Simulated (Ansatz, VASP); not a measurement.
**One calculation of CdS, two programs**

```
Cd S
1.0
     4.16629    0.00000    0.00000
    -2.08315    3.60811    0.00000
     0.00000    0.00000    6.64391
Cd S
2 2
Direct
  0.33333 0.66667 0.99789
  0.66667 0.33333 0.49789
  0.33333 0.66667 0.37911
  0.66667 0.33333 0.87911
```

Change from the starting cell: strained cell.

Alike in both runs: functional PBEsol; k mesh 6 × 6 × 4; occupations gaussian, width 0.02 eV; no spin polarisation.

Ansatz relaxed the structure, and its values are those at the end. VASP's run is a single point on that final structure, the one shown.

|  | VASP | Ansatz |
| --- | --- | --- |
| version | VASP 6.6.1 | Ansatz 0.2.0 |
| potentials or method | VASP PAW PBE potentials, release 64 (Cd, S), cutoff 520 eV | scalar-relativistic, plane waves, PAW |
| valence electrons in the cell | 36 | 52 |

Ansatz gave:

* gap on the k mesh at the Fermi level (eV): 1.09
* least direct gap on the mesh (eV): 1.09
* pressure (GPa): -0.6

Q: Which values does VASP return?

A: gap on the k mesh at the Fermi level (eV): 1.09; least direct gap on the mesh (eV): 1.09; pressure (GPa): -0.3.

VASP's potentials were made for PBE, not for PBEsol, and Ansatz warns of the same on its side. The functional is the same, so the differences come from potentials, cutoffs and numerics. VASP's potentials hold 36 valence electrons a cell and Ansatz's 52, so a difference there can come from the potentials and not from the codes. Ansatz's warnings: stress scf threshold loose.
